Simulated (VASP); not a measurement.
# B (P6_3/mmc) in VASP: a series of runs, part 2 of 2

VASP 6.6.1. Earlier steps stand in the parts before.

## (5) Single point, RPBE (volume scaled by 0.96)

INCAR reads:

```
ALGO = Normal
EDIFF = 1E-6
ENCUT = 520
GGA = RP
ISIF = 2
ISMEAR = -1
LASPH = True
LCHARG = False
LREAL = False
LWAVE = False
NBANDS = 14
NELM = 60
PREC = Accurate
SIGMA = 0.1
```

KPOINTS reads:

```
k-points
0
Gamma
  23 23 2
```

POSCAR reads:

```
B
1.0
    1.7012058592      0.0000000000      0.0000000000
   -0.8506029296      1.4732874912      0.0000000000
    0.0000000000      0.0000000000     21.0293637112
B
4
Direct
    1.0000000000      1.0000000000      0.0000000000
    1.0000000000      0.0000000000      0.5000000000
    0.3333333333      0.6666666667      0.2500000000
    0.6666666667      0.3333333333      0.7500000000
```

Potentials or basis: VASP PAW PBE potentials, release 64 (B).

Launch:

```bash
$ cat potpaw_PBE.64/B/POTCAR > POTCAR
$ mpirun -np 1 vasp_std > vasp.out
```

OUTCAR:

```text
EDIFF = 1E-6
   ENCUT = 520
   GGA = RP
   ISIF = 2
   ISMEAR = -1
   LASPH = True
   LREAL = False
   NELM = 60
   PREC = Accurate

 ion  position               nearest neighbor table
   1  0.000  0.000  0.000-
   2  0.000  0.000  0.500-
   3  0.333  0.667  0.250-
   4  0.667  0.333  0.750-

  LATTYP: Found a hexagonal cell.
 ALAT       =     1.7012058592
 C/A-ratio  =    12.3614456166

  Lattice vectors:

 A1 = (   1.7012058592,   0.0000000000,   0.0000000000)
 A2 = (  -0.8506029296,   1.4732874912,   0.0000000000)
 A3 = (   0.0000000000,   0.0000000000,  21.0293637112)

Analysis of symmetry for initial positions (statically):
=====================================================================
 Subroutine PRICEL returns:
 Original cell was already a primitive cell.

 Routine SETGRP: Setting up the symmetry group for a
 hexagonal supercell.

 Subroutine GETGRP returns: Found 24 space group operations
 (whereof 12 operations were pure point group operations)
 out of a pool of 24 trial point group operations.

The static configuration has the point symmetry D_3d.
[... 175 lines left out ...]
  band No.  band energies     occupation
      1     -14.5627      2.00000
      2     -14.5583      2.00000
      3     -14.5583      2.00000
      4     -14.5539      2.00000
      5      -5.2249      2.00000
      6      -5.1504      2.00000
      7      -5.1504      2.00000
      8      -5.0732      2.00000
      9       4.4683      0.00000
     10       5.2624      0.00000
     11       5.2624      0.00000
     12       6.8723      0.00000
     13       8.3856      0.00000
     14      11.0148      0.00000
[... 377 lines left out ...]
      1     -13.5217      2.00000
      2     -13.5179      2.00000
      3     -13.5179      2.00000
      4     -13.5141      2.00000
      5      -3.7157      2.00000
      6      -3.6430      2.00000
      7      -3.6430      2.00000
      8      -3.5673      2.00000
      9       5.9132      0.00000
     10       6.7108      0.00000
     11       6.7108      0.00000
     12       8.4126      0.00000
     13       9.6288      0.00000
     14      12.3511      0.00000

 [... further k-points ...]
[... 5 lines left out ...]
  --------------------------------------------------------------------------------------
  -------------------------------------------------------------------------------------
  Total        2.0128147      2.0128147     -0.0306631     -0.0000000      0.0000000      0.0000000
  in kB       61.1848451     61.1848451     -0.9320875     -0.0000000      0.0000000      0.0000000
  external PRESSURE =      40.4792009 kB  Pullay stress =       0.0000000 kB

 VOLUME and BASIS-vectors are now :
 -----------------------------------------------------------------------------
  energy-cutoff  :      520.00
  volume of cell :       52.71
      direct lattice vectors                 reciprocal lattice vectors
     1.701205859  0.000000000  0.000000000     0.587818338  0.339377075  0.000000000
    -0.850602930  1.473287491  0.000000000     0.000000000  0.678754151  0.000000000
     0.000000000  0.000000000 21.029363711     0.000000000  0.000000000  0.047552556

 POSITION                                       TOTAL-FORCE (eV/Angst)
 -----------------------------------------------------------------------------------
      0.00000      0.00000      0.00000         0.000000      0.000000      0.000000
      0.00000      0.00000     10.51468         0.000000      0.000000      0.000000
     -0.00000      0.98219      5.25734        -0.000000     -0.000000     -0.000000
      0.85060      0.49110     15.77202         0.000000      0.000000      0.000000
 -----------------------------------------------------------------------------------
    total drift:                               -0.000000      0.000000      0.000000

  FREE ENERGIE OF THE ION-ELECTRON SYSTEM (eV)
  ---------------------------------------------------
  free  energy   TOTEN  =       -22.8474664973 eV

  energy  without entropy=      -22.8205250786  energy(sigma->0) =      -22.83399579
```

Run time: 78 s. Hardware: 1 thread of Intel Xeon Platinum 8175M at 2.50GHz (Skylake/Cascade Lake), shared host; peak memory 0.21 GiB.

Results:

```yaml
Free_energy: -22.8475 eV
Pressure: 4.0 GPa
Band_gap_on_the_k_mesh: zero (band 6 reaches 6.06 eV, above the bottom of band 7 at -5.15 eV)
```

Stress tensor (GPa, compression positive):
```
 6.12  0.00  0.00
 0.00  6.12  0.00
 0.00  0.00 -0.09
```

Levels at points of the mesh, in eV from the Fermi level:
```csv
k point,band 5,band 6,band 7,band 8,band 9,band 10,band 11,band 12
"(0.00, 0.00, 0.00)",-7.94,-7.87,-7.87,-7.79,1.75,2.55,2.55,4.16
"(0.00, 0.00, 0.50)",-7.92,-7.92,-7.81,-7.81,1.96,1.96,3.44,3.44
```

Caveat: the PAW data sets were made with another functional, which shifts forces and pressure a little; this functional lacks dispersion, which binds the layers, so the pressure and a relaxed spacing across them are unreliable.

## (6) Overview

| cell | k mesh | gap on the mesh (eV) | pressure (GPa) |
| --- | --- | --- | --- |
| a = 1.725, b = 1.725, c = 21.317 Å, angles 90.0, 90.0, 120.0°, 4 atoms | 17 × 17 × 5 | none | -0.1 |
| a = 1.653, b = 1.653, c = 20.428 Å, angles 90.0, 90.0, 120.0°, 4 atoms | 23 × 23 × 2 | none | 17.9 |
| a = 1.677, b = 1.677, c = 20.733 Å, angles 90.0, 90.0, 120.0°, 4 atoms | 23 × 23 × 2 | none | 10.4 |
| a = 1.701, b = 1.701, c = 21.029 Å, angles 90.0, 90.0, 120.0°, 4 atoms | 23 × 23 × 2 | none | 4.0 |

Alike in all rows: task single point; level RPBE; potentials or basis VASP PAW PBE potentials, release 64 (B); no spin polarisation; cutoff (eV) 520; smearing fermi-dirac 0.1 eV.

Caveats: the PAW data sets were made with another functional, which shifts forces and pressure a little; this functional lacks dispersion, which binds the layers, so the pressure and a relaxed spacing across them are unreliable.

Total energies depend on the potentials used, so only differences within one code and one set of settings carry meaning.
